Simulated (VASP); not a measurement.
Zn2SnO3: relaxation of cell and atoms with PBE

The system is Zn2SnO3.

```xyz
12
Lattice="5.4800 0.0000 0.0000 -2.7400 4.7458 0.0000 0.0000 0.0000 6.1800" Properties=species:S:1:pos:R:3 pbc="T T T"
Zn    0.0000    0.0000    3.0900
Zn    2.7400    1.5819    2.0394
Zn    0.0000    3.1639    4.1406
Zn    0.0000    0.0000    0.0000
Sn    0.0000    3.1639    0.7416
Sn    2.7400    1.5819    5.4384
O    -0.5483    1.4242    1.6686
O     1.7807    3.5589    1.6686
O    -1.2325    4.5085    1.6686
O     3.9725    0.2373    4.5114
O     3.2883    3.3216    4.5114
O     0.9593    1.1869    4.5114
```

| Property | Result |
| --- | --- |
| Program | VASP 6.6.1 |
| Task | relaxation of cell and atoms |
| Functional | PBE |
| Potentials or basis | VASP PAW PBE potentials, release 64 (Zn, Sn_d, O) |
| Cutoff | 600 eV |
| k mesh | 3 × 3 × 2 |
| Occupations | gaussian, width 0.15 eV |
| Spin | no spin polarisation |
| Dipole correction | no |
| Further INCAR settings | ALGO = Normal; EDIFF = 1e-07; IBRION = 2; EDIFFG = -0.08; NSW = 36; ISIF = 3 |

- Relaxed volume: 13.88 Å³/atom
- Relaxed cell: a = 5.532 Å, b = 5.532 Å, c = 6.284 Å, α = 90.00°, β = 90.00°, γ = 120.00°
- Space group after relaxing (to 0.1 Å): P-3 (No. 147)
- Energy gained by relaxing: 125.5 meV/atom
- Ionic steps: 20
- Pressure after relaxing: 0.3 GPa
- Largest force after relaxing: 0.070 eV/Å
- Band gap on the k mesh: 0.91 eV (least direct gap 1.05 eV)

Forces on the atoms (eV/Å):
```
Zn   0.000  0.000  0.000
Zn   0.000  0.000 -0.021
Zn   0.000  0.000  0.021
Zn   0.000  0.000  0.000
Sn   0.000  0.000  0.068
Sn   0.000  0.000 -0.068
O    0.009  0.007  0.069
O   -0.011  0.004  0.069
O    0.002 -0.011  0.069
O   -0.002  0.011 -0.069
O   -0.009 -0.007 -0.069
O    0.011 -0.004 -0.069
```

Stress tensor (GPa, compression positive):
```
0.39 0.00 0.00
0.00 0.39 0.00
0.00 0.00 0.11
```

The path:
| step | energy change (eV) | largest force (eV/Å) | pressure (GPa) | volume (Å³) |
| --- | --- | --- | --- | --- |
| 1 | 0.0000 | 1.3706 | 1.09 | 160.72 |
| 2 | -0.5567 | 1.0184 | -1.47 | 162.84 |
| 3 | -0.7980 | 1.6994 | -3.54 | 165.22 |
| 4 | -1.1233 | 1.0810 | 0.26 | 161.11 |
| 5 | -1.1568 | 0.8104 | 2.23 | 159.37 |
| 6 | -1.3056 | 0.4275 | 1.20 | 161.62 |
| 7 | -1.3798 | 0.3964 | 0.18 | 164.81 |
| 8 | -1.4148 | 0.2126 | -0.57 | 165.31 |
| 9 | -1.4182 | 0.2698 | -0.87 | 165.52 |
| 10 | -1.4362 | 0.2405 | 0.52 | 163.76 |
| 11 | -1.4364 | 0.2446 | 0.68 | 163.55 |
| 12 | -1.4530 | 0.2508 | 0.48 | 164.26 |
| 13 | -1.4785 | 0.2600 | -0.04 | 166.06 |
| 14 | -1.4578 | 0.4205 | -1.03 | 169.70 |
| 15 | -1.4824 | 0.2588 | -0.32 | 167.09 |
| 16 | -1.4943 | 0.1837 | -0.38 | 167.29 |
| 17 | -1.5021 | 0.1092 | -0.51 | 167.61 |
| 18 | -1.5022 | 0.1287 | -0.51 | 167.63 |
| 19 | -1.5054 | 0.0887 | 0.01 | 166.93 |
| 20 | -1.5058 | 0.0703 | 0.30 | 166.56 |

Final structure:
```yaml
crystal:
  lattice:
    - [5.53217, 0.00000, 0.00000]
    - [-2.76608, 4.79100, 0.00000]
    - [0.00000, 0.00000, 6.28437]
  atoms:
    - { symbol: Zn, position: [0.00000, 0.00000, 0.50000] }
    - { symbol: Zn, position: [0.66667, 0.33333, 0.27318] }
    - { symbol: Zn, position: [0.33333, 0.66667, 0.72682] }
    - { symbol: Zn, position: [0.00000, 0.00000, 0.00000] }
    - { symbol: Sn, position: [0.33333, 0.66667, 0.15517] }
    - { symbol: Sn, position: [0.66667, 0.33333, 0.84483] }
    - { symbol: O, position: [0.00363, 0.29460, 0.27811] }
    - { symbol: O, position: [0.70540, 0.70903, 0.27811] }
    - { symbol: O, position: [0.29097, 0.99637, 0.27811] }
    - { symbol: O, position: [0.70903, 0.00363, 0.72189] }
    - { symbol: O, position: [0.99637, 0.70540, 0.72189] }
    - { symbol: O, position: [0.29460, 0.29097, 0.72189] }
```

Levels at points of the mesh, in eV from the valence-band top:
```
           k point  band 52  band 53  band 54  band 55  band 56  band 57  band 58  band 59  band 60  band 61
(0.00, 0.00, 0.00)    -1.75    -1.75    -1.41    -1.41    -0.14     1.45     1.78     3.82     4.08     4.08
(0.00, 0.00, 0.50)    -1.60    -1.45    -1.45    -0.85    -0.14     0.91     2.82     3.65     3.65     4.41
```

Wall time 22 min on 1 thread of Intel(R) Xeon(R) Platinum 8488C (Sapphire Rapids), on a shared host, peak memory 0.39 GiB.

Caveat: the k points lie up to 0.50 Å⁻¹ apart in the final cell; spin-orbit coupling is left out, which moves the levels of the heavy elements; the relaxation stopped at a loose force limit of 0.08 eV/Å, so its end isn't a converged minimum. A k mesh can miss the band edges.
